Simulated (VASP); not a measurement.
Runs of VASP 6.6.1 on Ru. The structure is that of space group Fm-3m (No. 225), or close to it. The cells are those of the table. The cell was built from a structure type or drawn by symmetry, and may not be a known phase.

```tsv
task	cell	k mesh	cutoff (eV)	gap on the mesh (eV)	pressure (GPa)	relaxed volume (Å³/atom)
single point	a = 2.692 Å, angles 60.0°, 1 atom	8 × 8 × 8	520	none	(a)	-
relaxation of cell and atoms	relaxed from a = 2.694 Å, angles 60.0°, 1 atom	8 × 8 × 8	600	none	0.1	13.79
single point	a = 2.695 Å, angles 60.0°, 1 atom	24 × 24 × 24	520	none	-0.1	-
relaxation of cell and atoms	relaxed from a = 2.692 Å, angles 60.0°, 1 atom	24 × 24 × 24	600	none	0.0	13.83
```

Alike in all rows: level PBE; potentials or basis VASP PAW PBE potentials, release 64 (Ru_pv); no spin polarisation; smearing gaussian 0.1 eV.

Problem. Fill in the values left out.

Solution. (a) -0.2.

Caveats: an empty level that is flat over the whole mesh can mark a ghost state of the potentials, or a narrow d or f band (at least some runs).

A k mesh can miss the band edges, and the runs leave out spin-orbit coupling on Ru.

A gap of «none» marks levels without a gap at the run's occupations.
